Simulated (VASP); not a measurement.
Write the native input for VASP 6.6.1 that does the following.

```
Task                   : relaxation of cell and atoms
Functional             : r2SCAN
Potentials or basis    : VASP PAW PBE potentials, release 64 (Hf_pv, O)
Cutoff                 : 600 eV
k mesh                 : 6 × 6 × 8
Occupations            : gaussian, width 0.02 eV
Spin                   : no spin polarisation
Target pressure        : 1 GPa
Dipole correction      : no
Further INCAR settings : ALGO = Normal; EDIFF = 1e-06; IBRION = 2; EDIFFG = -0.008; NSW = 70; ISIF = 3
```

HfO2:

```
Hf O
1.0
     4.82236    0.00000    0.00000
     0.00000    4.82236    0.00000
     0.00000    0.00000    3.20980
Hf O
2 4
Direct
  0.00000 0.00000 0.00000
  0.50000 0.50000 0.50000
  0.19492 0.80508 0.50000
  0.30508 0.30508 0.00000
  0.69492 0.69492 0.00000
  0.80508 0.19492 0.50000
```

One way to write it, as run:

POSCAR

```
HfO2
1.0
    4.8223591926      0.0000000000      0.0000000000
    0.0000000000      4.8223591926      0.0000000000
    0.0000000000      0.0000000000      3.2098017253
Hf O
2 4
Direct
    0.0000000000      0.0000000000      0.0000000000
    0.5000000000      0.5000000000      0.5000000000
    0.1949191830      0.8050808170      0.5000000000
    0.3050808170      0.3050808170      0.0000000000
    0.6949191830      0.6949191830      0.0000000000
    0.8050808170      0.1949191830      0.5000000000
```

INCAR.step1

```
SYSTEM = HfO2
ALGO = Normal ; EDIFF = 1E-4
ENCUT = 600 ; GGA = PE
ISMEAR = 0 ; LASPH = .True.
LCHARG = .False. ; LREAL = .False.
LWAVE = .True. ; NELM = 80
PREC = Accurate ; SIGMA = 0.02
```

INCAR.step2

```
SYSTEM = HfO2
ALGO = Normal ; EDIFF = 1E-6
EDIFFG = -0.008 ; ENCUT = 600
IBRION = 2 ; ISIF = 3
ISMEAR = 0 ; ISTART = 1
LASPH = .True. ; LCHARG = .False.
LMIXTAU = .True. ; LREAL = .False.
LWAVE = .False. ; METAGGA = R2SCAN
NELM = 80 ; NSW = 70
PREC = Accurate ; PSTRESS = 10.0
SIGMA = 0.02
```

KPOINTS

```
k-points
0
Gamma
  6 6 8
  0 0 0
```

Potentials or basis: VASP PAW PBE potentials, release 64 (Hf_pv, O).

Command:

```console
$ cat potpaw_PBE.64/Hf_pv/POTCAR potpaw_PBE.64/O/POTCAR > POTCAR
$ cp INCAR.step1 INCAR
$ mpirun -np 1 vasp_std > vasp.out
$ cp INCAR.step2 INCAR
$ mpirun -np 1 vasp_std > vasp.out
```

It gave:

| Quantity | Value |
| --- | --- |
| Relaxed volume | 12.33 Å³/atom |
| Relaxed cell | a = 4.806 Å, b = 4.806 Å, c = 3.203 Å, α = 90.00°, β = 90.00°, γ = 90.00° |
| Space group after relaxing (to 0.1 Å) | P4_2/mnm (No. 136) |
| Energy change on relaxing (the run minimises the enthalpy) | -0.1 meV/atom |
| Ionic steps | 5 |
| Pressure after relaxing | 1.0 GPa |
| Largest force after relaxing | 0.008 eV/Å |
| Band gap on the k mesh | 4.54 eV |

Caveat: the cell is relaxed towards a set pressure, so the run minimises the enthalpy, not the energy; the PAW data sets were made with another functional, which shifts forces and pressure a little; spin-orbit coupling is left out, which moves the levels of the heavy elements.

Run time: 21 min on 1 thread of Intel Xeon 8259CL (shared host), peak memory 0.3 GiB.
